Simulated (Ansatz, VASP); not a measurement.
## AlN in VASP and in Ansatz

```
Al N
1.0
     0.00000    2.03452    2.03452
     2.03452    0.00000    2.03452
     2.03452    2.03452    0.00000
Al N
1 1
Direct
  0.50000 0.50000 0.50000
  0.00000 0.00000 0.00000
```

Alike in both runs: task relaxation of cell and atoms; functional PBEsol; dispersion D4; k mesh 11 × 11 × 11; occupations fermi-dirac, width 0.05 eV; no spin polarisation.

|  | VASP | Ansatz |
| --- | --- | --- |
| version | VASP 6.6.1 | Ansatz 0.2.0 |
| potentials or method | VASP PAW PBE potentials, release 64 (Al, N) | Ansatz PAW |
| plane-wave cutoff (eV) | 600 | 420 |
| valence electrons in the cell | 8 | 8 |

```tsv
	VASP	Ansatz	Ansatz less VASP
gap on the k mesh at the Fermi level, each at its own relaxed structure (eV)	4.82	4.82	-0.003
relaxed volume (Å³/atom)	8.15	8.15	+0.007
relaxed cell length with the largest relative difference (Å)	2.846	2.846	+0.0008
```

VASP's potentials were made for PBE, not for PBEsol.

Noted on Ansatz's run: odd divisions of the mesh miss points on the zone boundary, where band edges often lie, so the gap on the mesh can be too wide; the plane-wave basis is chosen anew once the cell has moved, so the energies of steps on either side of that aren't comparable.
